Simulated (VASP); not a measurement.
# Co (Pm-3m) in VASP: a series of runs

The runs below take Co through single point, with PBEsol.

Everything below comes from runs of VASP 6.6.1. Logs are shortened: lines on timing, memory, paths and dates and some standing lists are left out, and cuts for length are marked.

## (1) The cell of the first run

It takes space group Pm-3m (No. 221, cubic). The conventional cell has a = 2.332 Å, b = 2.332 Å, c = 2.332 Å, α = 90.00°, β = 90.00°, γ = 90.00°. Within 3.1 Å of Co (site symmetry m-3m) lie 6 Co at 2.33 Å.

## (2) Single point, PBEsol, collinear spin, ferromagnetic start

Input file INCAR:

```
SYSTEM = Co
PREC = Accurate
ENCUT = 520
EDIFF = 1E-6
ISMEAR = -1
SIGMA = 0.08
LREAL = .FALSE.
LASPH = .TRUE.
NELM = 150
ALGO = Normal
ISIF = 2
LWAVE = .FALSE.
LCHARG = .FALSE.
ISPIN = 2
MAGMOM = 1.7
LORBIT = 11
LMAXMIX = 4
GGA = PS
NBANDS = 14
```

Input file KPOINTS:

```
Automatic mesh
0
G
  17 17 17
  0 0 0
```

Input file POSCAR:

```
Co
1.0
    2.3317988382      0.0000000000      0.0000000000
    0.0000000000      2.3317988382      0.0000000000
    0.0000000000      0.0000000000      2.3317988382
Co
1
Direct
    0.0000000000      0.0000000000      0.0000000000
```

Potentials or basis: VASP PAW PBE potentials, release 64 (Co).

Run with:

```sh
$ cat potpaw_PBE.64/Co/POTCAR > POTCAR
$ mpirun -np 1 vasp_std > vasp.out
```

OUTCAR:

```text
SYSTEM = Co
   PREC = Accurate
   ENCUT = 520
   EDIFF = 1E-6
   ISMEAR = -1
   LREAL = .FALSE.
   LASPH = .TRUE.
   NELM = 150
   ISIF = 2
   ISPIN = 2
   LORBIT = 11
   GGA = PS

 ion  position               nearest neighbor table
   1  0.000  0.000  0.000-

  LATTYP: Found a simple cubic cell.
 ALAT       =     2.3317988382

  Lattice vectors:

 A1 = (   2.3317988382,   0.0000000000,   0.0000000000)
 A2 = (   0.0000000000,   2.3317988382,   0.0000000000)
 A3 = (   0.0000000000,   0.0000000000,   2.3317988382)

Analysis of symmetry for initial positions (statically):
=====================================================================
 Subroutine PRICEL returns:
 Original cell was already a primitive cell.

 Routine SETGRP: Setting up the symmetry group for a
 simple cubic supercell.

 Subroutine GETGRP returns: Found 48 space group operations
 (whereof 48 operations were pure point group operations)
 out of a pool of 48 trial point group operations.

The static configuration has the point symmetry O_h .

Analysis of symmetry for dynamics (positions and initial velocities):
=====================================================================
 Subroutine PRICEL returns:
 Original cell was already a primitive cell.

 Routine SETGRP: Setting up the symmetry group for a
 simple cubic supercell.

 Subroutine GETGRP returns: Found 48 space group operations
 (whereof 48 operations were pure point group operations)
 out of a pool of 48 trial point group operations.

The dynamic configuration has the point symmetry O_h .

Analysis of structural, dynamic, and magnetic symmetry:
=====================================================================
 Subroutine PRICEL returns:
 Original cell was already a primitive cell.

 Routine SETGRP: Setting up the symmetry group for a
 simple cubic supercell.

 Subroutine GETGRP returns: Found 48 space group operations
 (whereof 48 operations were pure point group operations)
 out of a pool of 48 trial point group operations.

The overall configuration has the point symmetry O_h .

 Subroutine INISYM returns: Found 48 space group operations
 (whereof 48 operations are pure point group operations),
 and found     1 'primitive' translations

----------------------------------------------------------------------------------------

                                     Primitive cell

  volume of cell :      12.6787

  direct lattice vectors                    reciprocal lattice vectors
     2.331798838  0.000000000  0.000000000     0.428853460  0.000000000  0.000000000
     0.000000000  2.331798838  0.000000000     0.000000000  0.428853460  0.000000000
     0.000000000  0.000000000  2.331798838     0.000000000  0.000000000  0.428853460

  length of vectors
     2.331798838  2.331798838  2.331798838     0.428853460  0.428853460  0.428853460

  position of ions in fractional coordinates (direct lattice)
     0.000000000  0.000000000  0.000000000

  ion indices of the primitive-cell ions
   primitive index   ion index
                 1           1

----------------------------------------------------------------------------------------

 KPOINTS: Automatic mesh

Automatic generation of k-mesh.
 Grid dimensions read from file:
 generate k-points for:   17   17   17

 Generating k-lattice:

  Cartesian coordinates                     Fractional coordinates (reciprocal lattice)
     0.025226674  0.000000000  0.000000000     0.058823529  0.000000000  0.000000000
     0.000000000  0.025226674  0.000000000     0.000000000  0.058823529  0.000000000
     0.000000000  0.000000000  0.025226674     0.000000000  0.000000000  0.058823529

  Length of vectors
     0.025226674  0.025226674  0.025226674

  Shift w.r.t. Gamma in fractional coordinates (k-lattice)
     0.000000000  0.000000000  0.000000000

 Subroutine IBZKPT returns following result:
 ===========================================

 Found    165 irreducible k-points:

 Following reciprocal coordinates:
            Coordinates               Weight
  0.000000  0.000000  0.000000      1.000000
  0.058824  0.000000  0.000000      6.000000
  0.117647  0.000000  0.000000      6.000000
  0.176471  0.000000  0.000000      6.000000
  0.235294  0.000000  0.000000      6.000000
  0.294118  0.000000  0.000000      6.000000
[... 16 lines left out ...]
  0.411765  0.117647  0.000000     24.000000
  0.470588  0.117647  0.000000     24.000000
 [... further k-points ...]
   k-points           NKPTS =    165   k-points in BZ     NKDIM =    165   number of bands    NBANDS=     14
   number of dos      NEDOS =    301   number of ions     NIONS =      1
   total plane-waves  NPLWV =   5832
   dimension x,y,z NGX =    18 NGY =   18 NGZ =   18
   dimension x,y,z NGXF=    36 NGYF=   36 NGZF=   36
   ions per type =               1
   NGX,Y,Z   is equivalent  to a cutoff of  12.83, 12.83, 12.83 a.u.
   NGXF,Y,Z  is equivalent  to a cutoff of  25.67, 25.67, 25.67 a.u.
 SYSTEM =  Co
   PREC   = accura    normal or accurate (medium, high low for compatibility)
   ISTART =      0    job   : 0-new  1-cont  2-samecut
   ICHARG =      2    charge: 1-file 2-atom 10-const
   ISPIN  =      2    spin polarized calculation?
   LNONCOLLINEAR =      F non collinear calculations
   LSORBIT =      F    spin-orbit coupling
   LASPH  =      T    aspherical Exc in radial PAW
   ENCUT  =  520.0 eV  38.22 Ry    6.18 a.u.   4.34  4.34  4.34*2*pi/ulx,y,z
   NELM   =    150;   NELMIN=  2; NELMDL= -5     # of ELM steps
   EDIFF  = 0.1E-05   stopping-criterion for ELM
   LREAL  =      F    real-space projection
   EDIFFG = 0.1E-04   stopping-criterion for IOM
   NSW    =      0    number of steps for IOM
   IBRION =     -1    ionic relax: 0-MD 1-quasi-New 2-CG
   NFREE  =      0    steps in history (QN), initial steepest desc. (CG)
   ISIF   =      2    stress and relaxation
   ISYM   =      2    0-nonsym 1-usesym 2-fastsym
   POTIM  = 0.5000    time-step for ionic-motion
   TEBEG  =    0.0;   TEEND  =   0.0 temperature during run
   PSTRESS=    0.0 pullay stress
   NELECT =       9.0000    total number of electrons
   NUPDOWN=      -1.0000    fix difference up-down
   EMIN   =  10.00;   EMAX   =-10.00  energy-range for DOS
   EFERMI =   0.00;   METHOD = LEGACY
   ISMEAR =    -1;   SIGMA  =   0.08  broadening in eV -4-tet -1-fermi 0-gaus
   EFERMI_NEDOS =   21; number of points for ismear=-14 and -15
   IALGO  =     38    algorithm
   IMIX   =      4    mixing-type and parameters
     AMIX     =   0.40;   BMIX     =  1.00
     AMIX_MAG =   1.60;   BMIX_MAG =  1.00
  volume/ion in A,a.u.               =      12.68        85.56
  Fermi-wavevector in a.u.,A,eV,Ry     =   1.460376  2.759710 29.017105  2.132697
  Thomas-Fermi vector in A             =   2.576832
   LORBIT       =     11    0 simple, 1 ext, 2 COOP (PROOUT), +10 PAW based schemes
   GGA     = PS    functional components
   LHFCALC =     F    Hartree Fock is set to
   AEXX    =    0.0000 exact exchange contribution
   IVDW    =     0    specifies the selected vdW correction
   LEPSILON=     F    determine dielectric tensor
   LRPA    =     F    only Hartree local field effects (RPA)
 spin polarized calculation
  energy-cutoff  :      520.00
  volume of cell :       12.68
 maximum number of plane-waves:       354
 NGX is ok and might be reduce to    18
   NGX =  9   NGY =  9   NGZ =  9

 number of electron       9.0000007 magnetization       1.8325508

 Free energy of the ion-electron system (eV)
  ---------------------------------------------------
  ext. energy  EPLUGINS =         0.00000000
  ---------------------------------------------------
  free energy    TOTEN  =        -6.88943280 eV

  energy without entropy =       -6.85636525  energy(sigma->0) =       -6.87289903

 E-fermi :   8.2998     XC(G=0): -12.5939

 val. band max:        8.2988318326   @ k =   0.4118   0.3529   0.0588
 cond. band min:       8.3048453043   @ k =   0.4118   0.1176   0.0000
 fundamental gap:      0.0060134717
 Fermi energy:         8.2997950150

 spin component 1

 k-point     1 :       0.0000    0.0000    0.0000
  band No.  band energies     occupation
      1      -0.0211      1.00000
      2       3.9563      1.00000
      3       3.9563      1.00000
      4       7.2446      1.00000
      5       7.2446      1.00000
      6       7.2446      1.00000
      7      27.2265      0.00000
      8      27.2265      0.00000
      9      27.2265      0.00000
     10      31.1086      0.00000
     11      31.1086      0.00000
     12      35.4627      0.00000
     13      44.8825      0.00000
     14      48.4815      0.00000
[... 375 lines left out ...]
 k-point    24 :       0.4706    0.1176    0.0000
  band No.  band energies     occupation
      1       4.0767      1.00000
      2       4.6407      1.00000
      3       5.1925      1.00000
      4       6.1593      1.00000
      5       7.2047      1.00000
      6       7.9447      0.98832
      7      12.0425      0.00000
      8      29.0402      0.00000
      9      31.3386      0.00000
     10      33.4485      0.00000
     11      34.9659      0.00000
     12      37.4085      0.00000
     13      39.5055      0.00000
     14      41.2067      0.00000

 [... further k-points ...]

 spin component 2

 k-point     1 :       0.0000    0.0000    0.0000
  band No.  band energies     occupation
      1       0.1845      1.00000
      2       5.3075      1.00000
      3       5.3075      1.00000
      4       9.4676      0.00000
      5       9.4676      0.00000
      6       9.4676      0.00000
      7      27.6081      0.00000
      8      27.6081      0.00000
      9      27.6081      0.00000
     10      31.5215      0.00000
     11      31.5215      0.00000
     12      35.6056      0.00000
     13      48.7642      0.00000
     14      48.8306      0.00000
[... 375 lines left out ...]
 k-point    24 :       0.4706    0.1176    0.0000
  band No.  band energies     occupation
      1       4.9680      1.00000
      2       6.0390      1.00000
      3       6.3683      1.00000
      4       8.2288      0.70835
      5       8.9897      0.00018
      6       9.4212      0.00000
      7      13.1734      0.00000
      8      29.2708      0.00000
      9      31.8900      0.00000
     10      33.4957      0.00000
     11      35.5334      0.00000
     12      37.7997      0.00000
     13      40.0058      0.00000
     14      41.4237      0.00000

 [... further k-points ...]
[... 5 lines left out ...]
  --------------------------------------------------------------------------------------
  -------------------------------------------------------------------------------------
  Total       -0.5728226     -0.5728226     -0.5728226      0.0000000      0.0000000      0.0000000
  in kB      -72.3864861    -72.3864861    -72.3864861      0.0000000      0.0000000      0.0000000
  external PRESSURE =     -72.3864861 kB  Pullay stress =       0.0000000 kB

 VOLUME and BASIS-vectors are now :
 -----------------------------------------------------------------------------
  energy-cutoff  :      520.00
  volume of cell :       12.68
      direct lattice vectors                 reciprocal lattice vectors
     2.331798838  0.000000000  0.000000000     0.428853460  0.000000000  0.000000000
     0.000000000  2.331798838  0.000000000     0.000000000  0.428853460  0.000000000
     0.000000000  0.000000000  2.331798838     0.000000000  0.000000000  0.428853460

 POSITION                                       TOTAL-FORCE (eV/Angst)
 -----------------------------------------------------------------------------------
      0.00000      0.00000      0.00000         0.000000      0.000000      0.000000
 -----------------------------------------------------------------------------------
    total drift:                                0.000000      0.000000      0.000000

  FREE ENERGIE OF THE ION-ELECTRON SYSTEM (eV)
  ---------------------------------------------------
  free  energy   TOTEN  =        -6.8894328006 eV

  energy  without entropy=       -6.8563652535  energy(sigma->0) =       -6.87289903

 total charge

# of ion       s       p       d       tot
------------------------------------------
    1        0.498   0.413   7.269   8.179

 magnetization (x)

# of ion       s       p       d       tot
------------------------------------------
    1        0.005  -0.002   1.830   1.833
```

It took 21 s on 1 thread of Intel Xeon 6975P-C (Granite Rapids), shared host; peak memory 0.15 GiB.

What came out:

| Property | Result |
| --- | --- |
| Free energy | -6.8894 eV |
| Pressure | -7.2 GPa |
| Net moment | 1.83 μB per cell |
| Site moments | Co +1.83 μB |
| Valence electrons inside the program's atomic spheres | Co 8.18 |

Levels at points of the mesh, in eV from the Fermi level:
Spin up:
| k point | band 3 | band 4 | band 5 | band 6 | band 7 | band 8 |
| --- | --- | --- | --- | --- | --- | --- |
| (0.00, 0.00, 0.00) | -4.34 | -1.06 | -1.06 | -1.06 | 18.93 | 18.93 |
Spin down:
```csv
k point,band 1,band 2,band 3,band 4,band 5,band 6
"(0.00, 0.00, 0.00)",-8.12,-2.99,-2.99,1.17,1.17,1.17
```

Caveat: the PAW data sets were made with another functional, which shifts forces and pressure a little.

## (3) Single point, PBEsol, collinear spin, ferromagnetic start

Input file INCAR:

```
PREC = Accurate
ENCUT = 520
EDIFF = 1E-6
ISMEAR = -1
SIGMA = 0.08
LREAL = F
LASPH = T
NELM = 150
ALGO = Normal
ISIF = 2
LWAVE = F
LCHARG = F
ISPIN = 2
MAGMOM = 1.7
LORBIT = 11
LMAXMIX = 4
GGA = PS
NBANDS = 14
```

Input file KPOINTS:

```
regular mesh
0
Gamma
  17 17 17
```

POSCAR is that of step 2.

Potentials or basis: VASP PAW PBE potentials, release 64 (Co).

Run with:

```sh
$ cat potpaw_PBE.64/Co/POTCAR > POTCAR
$ mpirun -np 1 vasp_std > vasp.out
```

Wall time 21 s (1 thread of Intel Xeon 6975P-C (Granite Rapids), shared host); peak memory 0.15 GiB.

Results (log left out):

| Item | Value |
| --- | --- |
| Free energy | -6.8894 eV |
| Pressure | -7.2 GPa |
| Net moment | 1.83 μB per cell |
| Site moments | Co +1.83 μB |
| Valence electrons inside the program's atomic spheres | Co 8.18 |

Levels at points of the mesh, in eV from the Fermi level:
Spin up:
```tsv
k point	band 2	band 3	band 4	band 5	band 6	band 7	band 8	band 9
(0.00, 0.00, 0.00)	-4.34	-4.34	-1.06	-1.06	-1.06	18.93	18.93	18.93
```
Spin down:
| k point | band 1 | band 2 | band 3 | band 4 | band 5 | band 6 | band 7 | band 8 |
| --- | --- | --- | --- | --- | --- | --- | --- | --- |
| (0.00, 0.00, 0.00) | -8.12 | -2.99 | -2.99 | 1.17 | 1.17 | 1.17 | 19.31 | 19.31 |

Caveat: the PAW data sets were made with another functional, which shifts forces and pressure a little.
